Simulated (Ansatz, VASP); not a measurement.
**One calculation of Te, two programs**

```
CELL_PARAMETERS angstrom
2.37344 1.37031 1.71512
-2.37344 1.37031 1.71512
0.00000 -2.74062 1.71512
ATOMIC_POSITIONS crystal
Te 0.50000 0.50000 0.50000
```

Alike in both runs: task single point; functional PBEsol; k mesh 15 × 15 × 15; occupations gaussian, width 0.1 eV; no spin polarisation.

|  | VASP | Ansatz |
| --- | --- | --- |
| version | VASP 6.6.1 | Ansatz 0.2.0 |
| potentials or method | VASP PAW PBE potentials, release 64 (Te), cutoff 520 eV | scalar-relativistic, plane waves, PAW |
| valence electrons in the cell | 6 | 16 |

Ansatz gave:

```
gap on the k mesh at the Fermi level (eV)                     : none
pressure (GPa)                                                : -3.9
traceless stress, the component that is largest in VASP (GPa) : 0.82
```

Q: Estimate VASP's values.

A: gap on the k mesh at the Fermi level (eV): none; pressure (GPa): -3.9; traceless stress, the component that is largest in VASP (GPa): 0.80.

VASP's potentials were made for PBE, not for PBEsol. A gap of «none» marks a metal or a gap that the smearing closes. The functional is the same, so the differences come from potentials, cutoffs and numerics. VASP's potentials hold 6 valence electrons a cell and Ansatz's 16, so a difference there can come from the potentials and not from the codes.

Neither program's run includes spin-orbit coupling.
